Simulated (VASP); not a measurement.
Crystal: Rh.

```
Rh
1.0
     0.00000    1.88999    1.88999
     1.88999    0.00000    1.88999
     1.88999    1.88999    0.00000
Rh
1
Direct
  0.00000 0.00000 0.00000
```

Base run:

```yaml
Program: VASP 6.6.1
Functional: r2SCAN
Potentials_or_basis: VASP PAW PBE potentials, release 64 (Rh_sv_GW)
Cutoff: 580 eV
k_mesh: 18 × 18 × 18
Occupations: gaussian, width 0.1 eV
Spin: no spin polarisation
```

Its results: pressure 3.0 GPa.

Problem. The run is repeated on the same cell with these changes: potentials or basis from VASP PAW PBE potentials, release 64 (Rh_sv_GW) to VASP PAW PBE potentials, release 64 (Rh_pv); cutoff from 580 eV to 520 eV; valence electrons from 17 to 15. What comes out?

Solution. Pressure 5.9 GPa.

Caveats: the PAW data sets were made with another functional, which shifts forces and pressure a little.
